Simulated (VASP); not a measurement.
# Ga: single point with PBE

Crystal: Ga.

```
CELL_PARAMETERS angstrom
2.74900 -0.20280 0.07945
-0.58181 2.81942 -0.15560
-0.18186 -1.45431 2.57895
ATOMIC_POSITIONS crystal
Ga 0.50000 0.00000 0.00000
```

```
Program                : VASP 6.6.1
Task                   : single point
Functional             : PBE
Potentials or basis    : VASP PAW PBE potentials, release 64 (Ga_d)
Cutoff                 : 520 eV
k mesh                 : 22 × 22 × 22
Occupations            : gaussian, width 0.1 eV
Spin                   : no spin polarisation
Dipole correction      : no
Further INCAR settings : ALGO = Normal; EDIFF = 1e-06; NBANDS = 12
```

| Quantity | Value |
| --- | --- |
| Pressure | 0.1 GPa |

Levels at points of the mesh, in eV from the Fermi level:
```tsv
k point	band 2	band 3	band 4	band 5	band 6	band 7	band 8	band 9	band 10	band 11
(0.00, 0.00, 0.00)	-14.91	-14.84	-14.72	-14.68	-10.91	9.94	10.94	12.28	13.30	15.25
(0.50, 0.00, 0.00)	-14.90	-14.84	-14.77	-14.66	-5.98	-4.24	11.80	12.57	16.47	16.56
(0.00, 0.50, 0.00)	-14.99	-14.70	-14.68	-14.61	-4.20	-3.51	5.32	8.85	9.27	12.81
(0.50, 0.50, 0.00)	-14.96	-14.85	-14.63	-14.57	-2.51	-2.03	4.24	8.09	9.18	13.88
(0.00, 0.00, 0.50)	-14.96	-14.74	-14.72	-14.62	-5.33	-4.01	7.70	11.35	11.99	15.89
(0.50, 0.00, 0.50)	-15.00	-14.76	-14.63	-14.56	-1.61	-1.14	1.81	5.56	7.53	10.99
(0.00, 0.50, 0.50)	-14.96	-14.74	-14.72	-14.62	-5.32	-4.00	7.68	11.33	11.99	15.89
(0.50, 0.50, 0.50)	-15.00	-14.76	-14.63	-14.56	-1.60	-1.14	1.82	5.57	7.51	10.98
```

Run time: 3.8 min on 1 thread of Intel(R) Xeon(R) 6975P-C (Granite Rapids) (shared host), peak memory 1.2 GiB.
